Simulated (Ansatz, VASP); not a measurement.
## One calculation of WSe2, two programs

The input INCAR:

```
SYSTEM = WSe2
PREC     = Accurate       ! precision mode
ENCUT    = 520            ! plane-wave cutoff, eV
EDIFF    = 1E-6           ! SCF threshold, eV
ISMEAR   = 0              ! smearing method
SIGMA    = 0.02           ! smearing width, eV
LREAL    = .FALSE.        ! projectors in reciprocal space
LASPH    = .TRUE.         ! aspherical terms in the spheres
NELM     = 80             ! most SCF steps
ALGO     = Normal         ! electronic algorithm
ISIF     = 2              ! what is computed and relaxed
LWAVE    = .FALSE.        ! write WAVECAR
LCHARG   = .FALSE.        ! write CHGCAR
GGA      = PS             ! functional
IBRION   = 2              ! ionic algorithm
NSW      = 60             ! ionic steps
EDIFFG   = -0.008         ! ionic threshold
KPAR     = 4
```

Contents of KPOINTS:

```
regular mesh
0
G
  12 12 2
  0 0 0
```

Contents of POSCAR:

```
WSe2
1.0
    3.3038068302      0.0000000000      0.0000000000
   -1.6519034151      2.8611806441      0.0000000000
    0.0000000000      0.0000000000     13.3559078674
W Se
2 4
Direct
    0.6666666667      0.3333333333      0.7500000000
    0.3333333333      0.6666666667      0.2500000000
    0.3333333333      0.6666666667      0.8766071934
    0.6666666667      0.3333333333      0.3766071934
    0.3333333333      0.6666666667      0.6233928066
    0.6666666667      0.3333333333      0.1233928066
```

Input for Ansatz:

```yaml
crystal:
  lattice:
    - [3.3038068302, 0.0, 0.0]
    - [-1.6519034151, 2.8611806441, 0.0]
    - [0.0, 0.0, 13.3559078674]
  atoms:
    - { symbol: W, position: [0.6666666667, 0.3333333333, 0.75] }
    - { symbol: W, position: [0.3333333333, 0.6666666667, 0.25] }
    - { symbol: Se, position: [0.3333333333, 0.6666666667, 0.8766071934] }
    - { symbol: Se, position: [0.6666666667, 0.3333333333, 0.3766071934] }
    - { symbol: Se, position: [0.3333333333, 0.6666666667, 0.6233928066] }
    - { symbol: Se, position: [0.6666666667, 0.3333333333, 0.1233928066] }
basis:
  ecutwfc: 420
kpoints:
  mp_grid: { grid: [12, 12, 2] }
hamiltonian:
  xc: pbesol
scf:
  occupations: { method: gaussian, width: 0.02 }
output:
  forces: true
  stress: true
  eigenvalues: true
  write_density: true
  write_potential: true
  elf: true
  volumetric_format: npy
relax:
  adjacent_minimum: "off"
  f_tol: 0.008
  max_steps: 40
```

Change from the starting cell: equal strain along all axes, cell held, atoms relaxed: +1.0 %.

Alike in both runs: task relaxation of the atoms; functional PBEsol; k mesh 12 × 12 × 2; occupations gaussian, width 0.02 eV; no spin polarisation.

```csv
,VASP,Ansatz
version,VASP 6.6.1,Ansatz 0.2.0
potentials or method,"VASP PAW PBE potentials, release 64 (W_sv, Se), cutoff 520 eV","scalar-relativistic, plane waves, PAW"
valence electrons in the cell,52,92
```

```tsv
	VASP	Ansatz	Ansatz less VASP
gap on the k mesh at the Fermi level, each at its own relaxed structure (eV)	1.07	1.08	+0.007
```

VASP's potentials were made for PBE, not for PBEsol. VASP's potentials hold 52 valence electrons a cell and Ansatz's 92, so a difference there can come from the potentials and not from the codes. Ansatz's warnings: stress scf threshold loose.

Neither program's run includes spin-orbit coupling.
